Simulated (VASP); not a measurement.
# GaSb (I-4m2) in VASP: single point with r2SCAN

Aim: the single point of GaSb with r2SCAN.

Program: VASP 6.6.1. These are calculated values, not measurements. Logs are shortened: lines on timing, memory, paths and dates and some standing lists are left out, and cuts for length are marked.

### 1 The cell of the first run

The structure is tetragonal, space group I-4m2 (No. 119). Conventional cell: a = 4.326 Å, b = 4.326 Å, c = 6.485 Å, α = 90.00°, β = 90.00°, γ = 90.00°. Within 3.6 Å of Ga (site symmetry -4m2) lie 4 Sb at 2.70 Å. Sb (site symmetry -4m2) has 4 Ga at 2.70 Å within 3.6 Å.

### 2 Single point, r2SCAN (strain +0.0600 x Voigt [1, 0, 0, 0, 0, 0])

The input, POSCAR:

```
GaSb
1.0
    0.0000000000      3.0590000000      3.0590000000
    3.2425400000      0.0000000000      3.0590000000
    3.2425400000      3.0590000000      0.0000000000
Ga Sb
1 1
Direct
    0.0000000000      0.0000000000      0.0000000000
    0.7500000000      0.7500000000      0.7500000000
```

The input, INCAR.step1:

```
SYSTEM = GaSb
PREC = Accurate
ENCUT = 520
ISMEAR = 0
SIGMA = 0.05
LREAL = .FALSE.
LASPH = .TRUE.
NELM = 80
NBANDS = 16
GGA = PE
ALGO = Normal
EDIFF = 1E-4
LWAVE = .TRUE.
LCHARG = .FALSE.
```

The input, INCAR.step2:

```
SYSTEM = GaSb
PREC = Accurate
ENCUT = 520
EDIFF = 1E-7
ISMEAR = 0
SIGMA = 0.05
LREAL = .FALSE.
LASPH = .TRUE.
NELM = 80
ALGO = Normal
ISIF = 2
LWAVE = .FALSE.
LCHARG = .FALSE.
METAGGA = R2SCAN
LMIXTAU = .TRUE.
NBANDS = 16
ISTART = 1
```

The input, KPOINTS:

```
Automatic mesh
0
G
  10 10 10
  0 0 0
```

Potentials or basis: VASP PAW PBE potentials, release 64 (Ga_d, Sb).

On the command line:

```console
$ cat potpaw_PBE.64/Ga_d/POTCAR potpaw_PBE.64/Sb/POTCAR > POTCAR
$ cp INCAR.step1 INCAR
$ mpirun -np 1 vasp_std > vasp.out
$ cp INCAR.step2 INCAR
$ mpirun -np 1 vasp_std > vasp.out
```

OUTCAR:

```text
SYSTEM = GaSb
   PREC = Accurate
   ENCUT = 520
   EDIFF = 1E-7
   ISMEAR = 0
   LREAL = .FALSE.
   LASPH = .TRUE.
   NELM = 80
   ISIF = 2
   METAGGA = R2SCAN
   ISTART = 1

 ion  position               nearest neighbor table
   1  0.000  0.000  0.000-   2 2.70   2 2.70   2 2.70   2 2.70
   2  0.750  0.750  0.750-   1 2.70   1 2.70   1 2.70   1 2.70

  LATTYP: Found a body centered tetragonal cell.
 ALAT       =     4.3260792873
 C/A-ratio  =     1.4990663761

  Lattice vectors:

 A1 = (   3.2425400000,   0.0000000000,   3.0590000000)
 A2 = (   3.2425400000,   0.0000000000,  -3.0590000000)
 A3 = (  -3.2425400000,   3.0590000000,   0.0000000000)

Analysis of symmetry for initial positions (statically):
=====================================================================
 Subroutine PRICEL returns:
 Original cell was already a primitive cell.

 Routine SETGRP: Setting up the symmetry group for a
 body centered tetragonal supercell.

 Subroutine GETGRP returns: Found  8 space group operations
 (whereof  8 operations were pure point group operations)
 out of a pool of 16 trial point group operations.

The static configuration has the point symmetry D_2d.

Analysis of symmetry for dynamics (positions and initial velocities):
=====================================================================
 Subroutine PRICEL returns:
 Original cell was already a primitive cell.

 Routine SETGRP: Setting up the symmetry group for a
 body centered tetragonal supercell.

 Subroutine GETGRP returns: Found  8 space group operations
 (whereof  8 operations were pure point group operations)
 out of a pool of 16 trial point group operations.

The dynamic configuration has the point symmetry D_2d.

 Subroutine INISYM returns: Found  8 space group operations
 (whereof  8 operations are pure point group operations),
 and found     1 'primitive' translations

----------------------------------------------------------------------------------------

                                     Primitive cell

  volume of cell :      60.6840

  direct lattice vectors                    reciprocal lattice vectors
     0.000000000  3.059000000  3.059000000    -0.154200102  0.163452109  0.163452109
     3.242540000  0.000000000  3.059000000     0.154200102 -0.163452109  0.163452109
     3.242540000  3.059000000  0.000000000     0.154200102  0.163452109 -0.163452109

[... 75 lines left out ...]
   ISTART =      1    job   : 0-new  1-cont  2-samecut
   ICHARG =      0    charge: 1-file 2-atom 10-const
   ISPIN  =      1    spin polarized calculation?
   LNONCOLLINEAR =      F non collinear calculations
   LSORBIT =      F    spin-orbit coupling
   LASPH  =      T    aspherical Exc in radial PAW
   ENCUT  =  520.0 eV  38.22 Ry    6.18 a.u.   8.04  8.29  8.29*2*pi/ulx,y,z
   NELM   =     80;   NELMIN=  2; NELMDL=  0     # of ELM steps
   EDIFF  = 0.1E-06   stopping-criterion for ELM
   LREAL  =      F    real-space projection
   EDIFFG = 0.1E-05   stopping-criterion for IOM
   NSW    =      0    number of steps for IOM
   IBRION =     -1    ionic relax: 0-MD 1-quasi-New 2-CG
   NFREE  =      0    steps in history (QN), initial steepest desc. (CG)
   ISIF   =      2    stress and relaxation
   ISYM   =      2    0-nonsym 1-usesym 2-fastsym
   POTIM  = 0.5000    time-step for ionic-motion
   TEBEG  =    0.0;   TEEND  =   0.0 temperature during run
   PSTRESS=    0.0 pullay stress
   NELECT =      18.0000    total number of electrons
   NUPDOWN=      -1.0000    fix difference up-down
   EMIN   =  10.00;   EMAX   =-10.00  energy-range for DOS
   EFERMI =   0.00;   METHOD = LEGACY
   ISMEAR =     0;   SIGMA  =   0.05  broadening in eV -4-tet -1-fermi 0-gaus
   EFERMI_NEDOS =   21; number of points for ismear=-14 and -15
   IALGO  =     38    algorithm
   IMIX   =      4    mixing-type and parameters
     AMIX     =   0.40;   BMIX     =  1.00
     AMIX_MAG =   1.60;   BMIX_MAG =  1.00
  volume/ion in A,a.u.               =      30.34       204.76
  Fermi-wavevector in a.u.,A,eV,Ry     =   1.091794  2.063192 16.218352  1.192015
  Thomas-Fermi vector in A             =   2.228047
   LORBIT       =      0    0 simple, 1 ext, 2 COOP (PROOUT), +10 PAW based schemes
   METAGGA = R2SCAN    functional components
   LHFCALC =     F    Hartree Fock is set to
   AEXX    =    0.0000 exact exchange contribution
   IVDW    =     0    specifies the selected vdW correction
   LEPSILON=     F    determine dielectric tensor
   LRPA    =     F    only Hartree local field effects (RPA)
 non-spin polarized calculation
 Gauss-broadening in eV      SIGMA  =   0.05
  energy-cutoff  :      520.00
  volume of cell :       60.68
 maximum number of plane-waves:      1654
   NGX = 17   NGY = 17   NGZ = 17

 number of electron      17.9999998 magnetization

 Free energy of the ion-electron system (eV)
  ---------------------------------------------------
  ext. energy  EPLUGINS =         0.00000000
  ---------------------------------------------------
  free energy    TOTEN  =       -37.56068279 eV

  energy without entropy =      -37.56062627  energy(sigma->0) =      -37.56065453

 E-fermi :   4.2230     XC(G=0):  -9.4568

 val. band max:        4.2229493847   @ k =   0.0000   0.0000   0.0000
 cond. band min:       4.6093102738   @ k =   0.5000  -0.0000  -0.0000
 fundamental gap:      0.3863608891
 Fermi energy:         4.2229532542

 k-point     1 :       0.0000    0.0000    0.0000
  band No.  band energies     occupation
      1     -11.2967      2.00000
      2     -11.2886      2.00000
      3     -11.2885      2.00000
      4     -11.2478      2.00000
      5     -11.2399      2.00000
      6      -7.4181      2.00000
[... 433 lines left out ...]
      3     -11.2744      2.00000
      4     -11.2547      2.00000
      5     -11.2372      2.00000
      6      -5.8047      2.00000
[... 8 lines left out ...]
     15      14.7278      0.00000
     16      15.0663      0.00000

 [... further k-points ...]
[... 5 lines left out ...]
  --------------------------------------------------------------------------------------
  -------------------------------------------------------------------------------------
  Total       -1.6521888     -0.5020103     -0.5020103      0.0000000      0.0000000      0.0000000
  in kB      -43.6210356    -13.2540606    -13.2540606      0.0000000      0.0000000      0.0000000
  external PRESSURE =     -23.3763856 kB  Pullay stress =       0.0000000 kB

 VOLUME and BASIS-vectors are now :
 -----------------------------------------------------------------------------
  energy-cutoff  :      520.00
  volume of cell :       60.68
      direct lattice vectors                 reciprocal lattice vectors
     0.000000000  3.059000000  3.059000000    -0.154200102  0.163452109  0.163452109
     3.242540000  0.000000000  3.059000000     0.154200102 -0.163452109  0.163452109
     3.242540000  3.059000000  0.000000000     0.154200102  0.163452109 -0.163452109

 POSITION                                       TOTAL-FORCE (eV/Angst)
 -----------------------------------------------------------------------------------
      0.00000      0.00000      0.00000         0.000000     -0.000000     -0.000000
      4.86381      4.58850      4.58850        -0.000000      0.000000      0.000000
 -----------------------------------------------------------------------------------
    total drift:                                0.000062      0.000070      0.000070

  FREE ENERGIE OF THE ION-ELECTRON SYSTEM (eV)
  ---------------------------------------------------
  free  energy   TOTEN  =       -37.5606827940 eV

  energy  without entropy=      -37.5606262743  energy(sigma->0) =      -37.56065453
```

OSZICAR.step1:

```text
N       E                     dE             d eps       ncg     rms          rms(c)
DAV:   1     0.839013135898E+02    0.83901E+02   -0.85959E+03  3280   0.136E+03
DAV:   2    -0.722762288239E+00   -0.84624E+02   -0.81419E+02  3800   0.302E+02
DAV:   3    -0.727841114646E+01   -0.65556E+01   -0.65275E+01  3952   0.659E+01
DAV:   4    -0.739599027735E+01   -0.11758E+00   -0.11757E+00  4136   0.997E+00
DAV:   5    -0.739859539424E+01   -0.26051E-02   -0.26051E-02  4168   0.130E+00    0.295E+00
DAV:   6    -0.736066307935E+01    0.37932E-01   -0.61971E-02  4592   0.374E+00    0.175E+00
DAV:   7    -0.735043725572E+01    0.10226E-01   -0.33102E-02  3888   0.146E+00    0.342E-01
DAV:   8    -0.735136946820E+01   -0.93221E-03   -0.42304E-03  4336   0.720E-01    0.704E-02
DAV:   9    -0.735183197974E+01   -0.46251E-03   -0.61718E-04  4000   0.198E-01    0.294E-02
DAV:  10    -0.735188828048E+01   -0.56301E-04   -0.56670E-05  3384   0.433E-02
   1 F= -.73518883E+01 E0= -.73518599E+01  d E =-.566964E-04
```

Run time: 12 min. Hardware: 1 thread of AMD EPYC 7R13, shared host; peak memory 0.25 GiB.

What came out:

```
Free energy            : -37.5607 eV
Pressure               : -2.3 GPa
Band gap on the k mesh : zero (filled and empty bands touch)
```

Stress tensor (GPa, compression positive):
```
-4.36  0.00  0.00
 0.00 -1.33  0.00
 0.00  0.00 -1.33
```

Caveat: the cell differs from its parent crystal (strain +0.0600 x Voigt [1, 0, 0, 0, 0, 0]); the PAW data sets were made with another functional, which shifts forces and pressure a little; spin-orbit coupling is left out, which moves the levels of the heavy elements.
